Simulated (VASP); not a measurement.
Here is a VASP 6.6.1 calculation.

File POSCAR:

```
Au
1.0
    2.9000000000      0.0000000000      0.0000000000
   -1.4500000000      2.5114736710      0.0000000000
    0.0000000000      0.0000000000      4.8800000000
Au
2
Direct
    0.6666666667      0.3333333333      0.2500000000
    0.3333333333      0.6666666667      0.7500000000
```

File INCAR.step1:

```
ALGO = Normal ; EDIFF = 1E-4
ENCUT = 520 ; GGA = PE
ISMEAR = -1 ; LASPH = True
LCHARG = False ; LREAL = False
LWAVE = True ; NBANDS = 18
NELM = 100 ; PREC = Accurate
SIGMA = 0.05
```

Contents of INCAR.step2:

```
ALGO = Normal ; EDIFF = 1E-7
ENCUT = 520 ; ISIF = 2
ISMEAR = -1 ; ISTART = 1
LASPH = True ; LCHARG = False
LMIXTAU = True ; LREAL = False
LWAVE = False ; METAGGA = R2SCAN
NBANDS = 18 ; NELM = 100
PREC = Accurate ; SIGMA = 0.05
```

The input KPOINTS:

```
k-points
0
Gamma
  6 6 3
```

Potentials or basis: VASP PAW PBE potentials, release 64 (Au).

Launch:

```sh
$ cat potpaw_PBE.64/Au/POTCAR > POTCAR
$ cp INCAR.step1 INCAR
$ mpirun -np 1 vasp_std > vasp.out
$ cp INCAR.step2 INCAR
$ mpirun -np 1 vasp_std > vasp.out
```

Problem. Estimate the band gap on the k mesh.

Solution. Zero (band 11 reaches 11.96 eV, above the bottom of band 12 at 6.13 eV).

Problem. What does it give for the pressure?

Solution. 0.1 GPa.

Stress tensor (GPa, compression positive):
```
-2.06  0.00  0.00
 0.00 -2.06  0.00
 0.00  0.00  4.48
```

Caveat: the k points lie up to 0.43 Å⁻¹ apart; the PAW data sets were made with another functional, which shifts forces and pressure a little; spin-orbit coupling is left out, which moves the levels of the heavy elements.
